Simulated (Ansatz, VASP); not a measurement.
## Two plane-wave programs on BN

```
CELL_PARAMETERS angstrom
3.01071 0.00000 0.00000
0.00000 3.01071 0.00000
0.00000 0.00000 5.72867
ATOMIC_POSITIONS crystal
B 0.14779 0.50000 0.25000
B 0.50000 0.85221 0.50000
B 0.50000 0.14779 0.00000
B 0.85221 0.50000 0.75000
N 0.00000 0.58791 0.50000
N 0.41209 0.00000 0.25000
N 0.58791 0.00000 0.75000
N 0.00000 0.41209 0.00000
```

Alike in both runs: functional PBE; k mesh 6 × 6 × 4; occupations gaussian, width 0.1 eV; no spin polarisation.

Ansatz relaxed the structure, and its values are those at the end. VASP's run is a single point on that final structure, the one shown.

```csv
,VASP,Ansatz
version,VASP 6.6.1,Ansatz 0.2.0
potentials or method,"VASP PAW PBE potentials, release 64 (B, N), cutoff 520 eV","scalar-relativistic, plane waves, PAW"
valence electrons in the cell,32,32
```

|  | VASP | Ansatz | Ansatz less VASP |
| --- | --- | --- | --- |
| gap on the k mesh at the Fermi level (eV) | 0.04 | 0.06 | +0.015 |
| least direct gap on the mesh (eV) | 0.48 | 0.49 | +0.013 |
| pressure (GPa) | 0.3 | 0.3 | -0.05 |

With one functional, cell and mesh, what is left measures potentials, basis and numerics.
